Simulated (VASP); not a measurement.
# SrO (Pm-3m) in VASP: settings compared, part 2 of 2

VASP 6.6.1. The steps go on from the part before.

## Step 3: Vibrations by perturbation theory, PBEsol

This run uses another cell than the first one, of 14.60 Å³/atom, 0.978 times its volume.

Contents of INCAR:

```
  PREC = Accurate
  ENCUT = 520
  EDIFF = 1E-8
  ISMEAR = 0
  SIGMA = 0.01
  LREAL = False
  LASPH = True
  NELM = 60
  ALGO = Normal
  ISIF = 2
  LWAVE = False
  LCHARG = True
  GGA = PS
  IBRION = 8
  NSW = 1
  LEPSILON = True
```

Contents of KPOINTS:

```
regular mesh
0
Gamma
  8 8 8
```

Contents of POSCAR:

```
SrO
1.0
    3.0796244594      0.0000000000      0.0000000000
    0.0000000000      3.0796244594      0.0000000000
    0.0000000000      0.0000000000      3.0796244594
Sr O
1 1
Direct
    0.0000000000      0.0000000000      0.0000000000
    0.5000000000      0.5000000000      0.5000000000
```

Potentials or basis: VASP PAW PBE potentials, release 64 (Sr_sv, O).

Run with:

```console
> cat potpaw_PBE.64/Sr_sv/POTCAR potpaw_PBE.64/O/POTCAR > POTCAR
> mpirun -np 1 vasp_std > vasp.out
```

OUTCAR:

```text
PREC = Accurate
   ENCUT = 520
   EDIFF = 1E-8
   ISMEAR = 0
   LREAL = False
   LASPH = True
   NELM = 60
   ISIF = 2
   GGA = PS
   IBRION = 8
   NSW = 1
   LEPSILON = True

 ion  position               nearest neighbor table
   1  0.000  0.000  0.000-   2 2.67   2 2.67   2 2.67   2 2.67   2 2.67   2 2.67   2 2.67   2 2.67

   2  0.500  0.500  0.500-   1 2.67   1 2.67   1 2.67   1 2.67   1 2.67   1 2.67   1 2.67   1 2.67

  LATTYP: Found a simple cubic cell.
 ALAT       =     3.0796244594

  Lattice vectors:

 A1 = (   3.0796244594,   0.0000000000,   0.0000000000)
 A2 = (   0.0000000000,   3.0796244594,   0.0000000000)
 A3 = (   0.0000000000,   0.0000000000,   3.0796244594)

Analysis of symmetry for initial positions (statically):
=====================================================================
 Subroutine PRICEL returns:
 Original cell was already a primitive cell.

 Routine SETGRP: Setting up the symmetry group for a
 simple cubic supercell.

 Subroutine GETGRP returns: Found 48 space group operations
 (whereof 48 operations were pure point group operations)
 out of a pool of 48 trial point group operations.

The static configuration has the point symmetry O_h .

Analysis of symmetry for dynamics (positions and initial velocities):
=====================================================================
 Subroutine PRICEL returns:
 Original cell was already a primitive cell.

 Routine SETGRP: Setting up the symmetry group for a
 simple cubic supercell.

 Subroutine GETGRP returns: Found 48 space group operations
 (whereof 48 operations were pure point group operations)
 out of a pool of 48 trial point group operations.

The dynamic configuration has the point symmetry O_h .

 Subroutine INISYM returns: Found 48 space group operations
 (whereof 48 operations are pure point group operations),
 and found     1 'primitive' translations

----------------------------------------------------------------------------------------

                                     Primitive cell

  volume of cell :      29.2074

  direct lattice vectors                    reciprocal lattice vectors
     3.079624459  0.000000000  0.000000000     0.324714917  0.000000000  0.000000000
     0.000000000  3.079624459  0.000000000     0.000000000  0.324714917  0.000000000
     0.000000000  0.000000000  3.079624459     0.000000000  0.000000000  0.324714917

  length of vectors
     3.079624459  3.079624459  3.079624459     0.324714917  0.324714917  0.324714917

  position of ions in fractional coordinates (direct lattice)
[... 552 lines left out ...]
 -----------------------------------------------------------------------------
     0.00005  0.00000 -0.00000
     0.00000  0.00005  0.00000
    -0.00000  0.00000 -0.00126

--------------------------------------- Ionic step        4  -------------------------------------------

------------------------ aborting loop because EDIFF is reached ----------------------------------------

[... ionic steps 5 to 6 ...]

--------------------------------------- Ionic step        7  -------------------------------------------

 Free energy of the ion-electron system (eV)
  ---------------------------------------------------
  ---------------------------------------------------
  free energy    TOTEN  =        -0.36153909 eV

  energy without entropy =       -0.36153909

------------------------ aborting loop because EDIFF is reached ----------------------------------------

 INTERNAL STRAIN TENSOR  FOR ION    2  DIRECTION 1   (eV/Angst):
 -----------------------------------------------------------------------------
     0.00708  0.00000 -0.00000
     0.00000  0.00894  0.00000
    -0.00000  0.00000  0.00894

 MACROSCOPIC STATIC DIELECTRIC TENSOR (including local field effects in DFT)
 ------------------------------------------------------
           4.591962     0.000000    -0.000000
           0.000000     4.591962    -0.000000
          -0.000000     0.000000     4.591962
 ------------------------------------------------------

 PIEZOELECTRIC TENSOR (including local field effects)  for field in x, y, z        (e  Angst)
          XX          YY          ZZ          XY          YZ          ZX
  --------------------------------------------------------------------------------
  x     0.00000     0.00000     0.00000     0.00000     0.00000     0.00000
  y     0.00000     0.00000     0.00000     0.00000     0.00000     0.00000
  z     0.00000     0.00000     0.00000     0.00000     0.00000     0.00000

 PIEZOELECTRIC TENSOR (including local field effects)  for field in x, y, z        (C/m^2)
          XX          YY          ZZ          XY          YZ          ZX
  --------------------------------------------------------------------------------
  x     0.00000     0.00000     0.00000     0.00000     0.00000     0.00000
  y     0.00000     0.00000     0.00000     0.00000     0.00000     0.00000
  z     0.00000     0.00000     0.00000     0.00000     0.00000     0.00000

 BORN EFFECTIVE CHARGES (including local field effects) (in |e|, cummulative output)
 ---------------------------------------------------------------------------------
 ion    1
    1     2.63233     0.00000     0.00000
    2    -0.00000     2.63233     0.00000
    3     0.00000     0.00000     2.63233
 ion    2
    1    -2.63233    -0.00000    -0.00000
    2     0.00000    -2.63233     0.00000
    3    -0.00000     0.00000    -2.63233

 INTERNAL STRAIN TENSOR FOR ION    2 for displacements in x,y,z  (eV/Angst):
          X           Y           Z          XY          YZ          ZX
  --------------------------------------------------------------------------------
  x     0.00000     0.00000     0.00000     0.00000     0.00000     0.00000
  y     0.00000     0.00000     0.00000     0.00000     0.00000     0.00000
  z     0.00000     0.00000     0.00000     0.00000     0.00000     0.00000

 SECOND DERIVATIVES (NOT SYMMETRIZED)
 ------------------------------------
               1X          1Y          1Z          2X          2Y          2Z
  1X    -0.752337    0.000000    0.000000    0.752337   -0.000000    0.000000
  1Y     0.000000   -0.752337   -0.000000   -0.000000    0.752337    0.000000
  1Z     0.000000    0.000000   -0.752337   -0.000000   -0.000000    0.752337
  2X     0.761560   -0.000000    0.000000   -0.761560    0.000000   -0.000000
  2Y    -0.000000    0.761560   -0.000000    0.000000   -0.761560    0.000000
  2Z    -0.000000   -0.000000    0.761560    0.000000    0.000000   -0.761560

 Eigenvectors and eigenvalues of the dynamical matrix
 ----------------------------------------------------

   1 f  =    3.705591 THz    23.282915 2PiTHz  123.605214 cm-1    15.325086 meV
             X         Y         Z           dx          dy          dz
      0.000000  0.000000  0.000000    -0.000000   -0.390934   -0.000000
      1.539812  1.539812  1.539812    -0.000000    0.920419    0.000000
[... 21 lines left out ...]
   6 f/i=    0.008123 THz     0.051037 2PiTHz    0.270947 cm-1     0.033593 meV
             X         Y         Z           dx          dy          dz
      0.000000  0.000000  0.000000    -0.920419    0.000000   -0.000000
      1.539812  1.539812  1.539812    -0.390934   -0.000000    0.000000

--------------------------------------------------------------------------------------------------------

 MACROSCOPIC STATIC DIELECTRIC TENSOR IONIC CONTRIBUTION
 ------------------------------------------------------
          56.712591     0.000000     0.000000
           0.000000    56.712591     0.000000
           0.000000     0.000000    56.712591
 ------------------------------------------------------

 ELASTIC MODULI CONTR FROM IONIC RELAXATION (kBar)
 Direction    XX          YY          ZZ          XY          YZ          ZX
 --------------------------------------------------------------------------------
 XX           0.0000      0.0000      0.0000      0.0000      0.0000      0.0000
 YY           0.0000      0.0000      0.0000      0.0000      0.0000      0.0000
 ZZ           0.0000      0.0000      0.0000      0.0000      0.0000      0.0000
 XY           0.0000      0.0000      0.0000      0.0000      0.0000      0.0000
 YZ           0.0000      0.0000      0.0000      0.0000      0.0000      0.0000
 ZX           0.0000      0.0000      0.0000      0.0000      0.0000      0.0000
 --------------------------------------------------------------------------------

 PIEZOELECTRIC TENSOR IONIC CONTR  for field in x, y, z        (C/m^2)
          XX          YY          ZZ          XY          YZ          ZX
  --------------------------------------------------------------------------------
  x     0.00000     0.00000     0.00000     0.00000     0.00000     0.00000
  y     0.00000     0.00000     0.00000     0.00000     0.00000     0.00000
  z     0.00000     0.00000     0.00000     0.00000     0.00000     0.00000
```

stdout:

```text
POSCAR found type information on POSCAR SrO
 POSCAR found :  2 types and       2 ions
 scaLAPACK will be used
 -----------------------------------------------------------------------------
|                                                                             |
|                                                                             |
[... 39 lines left out ...]
 first order change of Fermi-energy   0.11043E-02
 force on displaced ion       1 direction 1 :  -0.752  -0.000  -0.000
 Born effective charge ion    1 direction 1 :   2.631   0.000   0.000
 Linear response progress:
 first order change of Fermi-energy  -0.86135E-03
 force on displaced ion       2 direction 1 :  -0.762   0.000   0.000
 Born effective charge ion    2 direction 1 :  -2.634   0.000   0.000
 Born effective charges drift removed
 Linear response finished
```

Wall time 5.8 min (1 thread of Intel Xeon 8259CL, shared host); peak memory 0.21 GiB.

Results:

```yaml
Electronic_dielectric_tensor_diagonal: 4.59
Born_charges_mean_of_the_diagonal: Sr +2.63; O -2.63 e
Highest_phonon_frequency_at_Γ_LO-TO_splitting_left_out: 124 cm⁻¹
```

Phonon frequencies in cm⁻¹ (negative: imaginary):
```tsv
q point	frequencies
(0.000, 0.000, 0.000)	0 0 0 124 124 124
```

Electronic dielectric tensor:
```
4.59 0.00 0.00
0.00 4.59 0.00
0.00 0.00 4.59
```

Born effective charge tensors (e):
atom 1, Sr
```
2.63 0.00 0.00
0.00 2.63 0.00
0.00 0.00 2.63
```
atom 2, O
```
-2.63  0.00  0.00
 0.00 -2.63  0.00
 0.00  0.00 -2.63
```

Caveat: the PAW data sets were made with another functional, which shifts forces and pressure a little.
